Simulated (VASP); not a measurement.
Crystal: ZrB2.

```
Zr B
1.0
     3.17000    0.00000    0.00000
    -1.58500    2.74530    0.00000
     0.00000    0.00000    3.53300
Zr B
1 2
Cartesian
  0.0000 0.0000 0.0000
  1.5850 0.9151 1.7665
  0.0000 1.8302 1.7665
```

```yaml
Program: VASP 6.6.1
Task: relaxation of cell and atoms
Functional: RPBE
Dispersion: D4
Potentials_or_basis: VASP PAW PBE potentials, release 64 (Zr_sv, B)
Cutoff: 600 eV
k_mesh: 10 × 10 × 8
Occupations: fermi-dirac, width 0.05 eV
Spin: no spin polarisation
```

At the start: pressure -7.5 GPa; volume 10.25 Å³/atom.

Problem. Where does the relaxation end?

Solution. Over 5 steps the energy falls by 8.2 meV/atom and the volume is 9.91 Å³/atom (-3.3 %); space group P6/mmm (No. 191, to 0.05 Å).

The path:
| step | energy change (eV) | largest force (eV/Å) | pressure (GPa) | volume (Å³) |
| --- | --- | --- | --- | --- |
| 1 | 0.0000 | 0.0000 | -7.47 | 30.75 |
| 2 | 0.0089 | 0.0000 | 10.07 | 28.67 |
| 3 | -0.0239 | 0.0000 | 0.06 | 29.77 |
| 4 | -0.0239 | 0.0000 | 0.22 | 29.75 |
| 5 | -0.0246 | 0.0000 | 0.13 | 29.74 |

Final structure:
```cif
data_structure
_symmetry_space_group_name_H-M 'P 1'
_symmetry_Int_Tables_number 1
_cell_length_a 3.1437
_cell_length_b 3.1437
_cell_length_c 3.4754
_cell_angle_alpha 90.000
_cell_angle_beta 90.000
_cell_angle_gamma 120.000
_cell_volume 29.74
loop_
_atom_site_label
_atom_site_type_symbol
_atom_site_fract_x
_atom_site_fract_y
_atom_site_fract_z
_atom_site_occupancy
Zr1 Zr 0.00000 0.00000 0.00000 1
B1 B 0.66667 0.33333 0.50000 1
B2 B 0.33333 0.66667 0.50000 1
```

Caveat: the PAW data sets were made with another functional, which shifts forces and pressure a little; pairwise dispersion overbinds metals, which lowers pressure and volume.
